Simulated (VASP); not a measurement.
Write the native input for VASP 6.6.1 that does the following.

- Task: single point
- Functional: RPBE
- Potentials or basis: VASP PAW PBE potentials, release 64 (P)
- Cutoff: 520 eV
- k mesh: 16 × 16 × 16
- Occupations: fermi-dirac, width 0.1 eV
- Spin: no spin polarisation
- Dipole correction: no
- Further INCAR settings: ALGO = Normal; EDIFF = 1e-07; NBANDS = 8

The structure of P lies in POSCAR:

```
P
1.0
   -1.5536127260      1.5536127260      1.5536127260
    1.5536127260     -1.5536127260      1.5536127260
    1.5536127260      1.5536127260     -1.5536127260
P
1
Direct
    0.0000000000      0.0000000000      0.0000000000
```

This cell differs from its parent crystal: volume scaled by 1.04.

The input as run:

INCAR

```
PREC = Accurate
ENCUT = 520
EDIFF = 1E-7
ISMEAR = -1
SIGMA = 0.1
LREAL = F
LASPH = T
NELM = 80
ALGO = Normal
ISIF = 2
LWAVE = F
LCHARG = T
GGA = RP
LELF = T
LVHAR = T
NBANDS = 8
```

KPOINTS

```
regular mesh
0
Gamma
  16 16 16
```

Potentials or basis: VASP PAW PBE potentials, release 64 (P).

Launch:

```bash
$ cat potpaw_PBE.64/P/POTCAR > POTCAR
$ mpirun -np 1 vasp_std > vasp.out
```

It gave:

* Pressure: -3.8 GPa

Caveat: the PAW data sets were made with another functional, which shifts forces and pressure a little.

Run time: 5.6 s on 1 thread of Intel(R) Xeon(R) 6975P-C (Granite Rapids), on a shared host, peak memory 0.12 GiB.
